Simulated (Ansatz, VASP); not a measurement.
MgNi5Te6: VASP beside Ansatz

```xyz
12
Lattice="4.0717 -0.0001 -0.0004 -2.0360 3.5291 -0.0009 -0.0017 -0.0052 16.5576" Properties=species:S:1:pos:R:3 pbc="T T T"
Mg   -0.0003   -0.0034   -0.0003
Ni    0.0005   -0.0028    5.6574
Ni   -0.0014   -0.0003   10.9002
Ni   -0.0011   -0.0018    2.9827
Ni   -0.0008    0.0019    8.2788
Ni   -0.0011   -0.0068   13.5749
Te   -0.0008    2.3492    1.7644
Te    0.0002    2.3516    6.9590
Te   -0.0016    2.3507   12.1634
Te    2.0355    1.1735    4.3934
Te    2.0343    1.1769    9.5975
Te    2.0344    1.1696   14.7919
```

Change from the starting cell: cell x1, atoms moved at random (sigma 0.1 Å) and cell strained at random (1.5 %), then relaxed without symmetry.

Alike in both runs: functional PBE; k mesh 6 × 6 × 2; occupations gaussian, width 0.2 eV; no spin polarisation.

Ansatz relaxed the structure, and its values are those at the end. VASP's run is a single point on that final structure, the one shown.

```csv
,VASP,Ansatz
version,VASP 6.6.1,Ansatz 0.2.0
potentials or method,"VASP PAW PBE potentials, release 64 (Mg, Ni, Te), cutoff 520 eV","scalar-relativistic, plane waves, PAW"
valence electrons in the cell,88,196
```

```tsv
	VASP	Ansatz	Ansatz less VASP
gap on the k mesh at the Fermi level (eV)	none	none	-
pressure (GPa)	0.0	0.1	+0.05
```

A gap of «none» marks a metal or a gap that the smearing closes. VASP's potentials hold 88 valence electrons a cell and Ansatz's 196, so a difference there can come from the potentials and not from the codes.

Neither program's run includes spin-orbit coupling.
